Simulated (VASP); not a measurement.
A run of VASP 6.6.1:

File POSCAR:

```
ZrB2N5
1.0
    4.0692880000      0.0000000000      0.0000000000
    0.0000000000      6.5756290000      0.0000000000
   -1.6997450000      0.0000000000      5.8066400000
Zr N B
2 10 4
Direct
    0.1618100000      0.2500000000      0.4129300000
    0.8381900000      0.7500000000      0.5870700000
    0.0704000000      0.2500000000      0.9922000000
    0.9296000000      0.7500000000      0.0078000000
    0.5992000000      0.2500000000      0.2151000000
    0.4008000000      0.7500000000      0.7849000000
    0.8394000000      0.0811000000      0.6420000000
    0.1606000000      0.5811000000      0.3580000000
    0.1606000000      0.9189000000      0.3580000000
    0.8394000000      0.4189000000      0.6420000000
    0.4918000000      0.2500000000      0.8120000000
    0.5082000000      0.7500000000      0.1880000000
    0.8200000000      0.2500000000      0.7765000000
    0.1800000000      0.7500000000      0.2235000000
    0.3990000000      0.2500000000      0.0065000000
    0.6010000000      0.7500000000      0.9935000000
```

INCAR.step1

```
ALGO     = Normal         # electronic algorithm
EDIFF    = 1E-4           # SCF threshold, eV
ENCUT    = 520            # plane-wave cutoff, eV
GGA      = PE             # functional
ISMEAR   = -1             # smearing method
LASPH    = T              # aspherical terms in the spheres
LCHARG   = F              # write CHGCAR
LREAL    = Auto         
LWAVE    = T              # write WAVECAR
NBANDS   = 57             # bands
NELM     = 100            # most SCF steps
PREC     = Accurate       # precision mode
SIGMA    = 0.1            # smearing width, eV
```

Contents of INCAR.step2:

```
ALGO     = Normal         # electronic algorithm
EDIFF    = 1E-6           # SCF threshold, eV
ENCUT    = 520            # plane-wave cutoff, eV
ISIF     = 2              # what is computed and relaxed
ISMEAR   = -1             # smearing method
ISTART   = 1            
LASPH    = T              # aspherical terms in the spheres
LCHARG   = F              # write CHGCAR
LMIXTAU  = T            
LREAL    = Auto         
LWAVE    = F              # write WAVECAR
METAGGA  = R2SCAN         # meta-GGA
NBANDS   = 57             # bands
NELM     = 100            # most SCF steps
PREC     = Accurate       # precision mode
SIGMA    = 0.1            # smearing width, eV
```

The input KPOINTS:

```
k-points
0
Gamma
  6 4 4
```

Potentials or basis: VASP PAW PBE potentials, release 64 (Zr_sv, N, B).

Command:

```bash
$ cat potpaw_PBE.64/Zr_sv/POTCAR potpaw_PBE.64/N/POTCAR potpaw_PBE.64/B/POTCAR > POTCAR
$ cp INCAR.step1 INCAR
$ mpirun -np 1 vasp_std > vasp.out
$ cp INCAR.step2 INCAR
$ mpirun -np 1 vasp_std > vasp.out
```

Hardware: 1 thread of Intel(R) Xeon(R) 6975P-C (Granite Rapids), with other jobs on the host.

Q: Estimate the wall time of this run.

A: Run time: 17 min on 1 thread of Intel(R) Xeon(R) 6975P-C (Granite Rapids), with other jobs on the host, peak memory 0.41 GiB. Counts: k points 42.
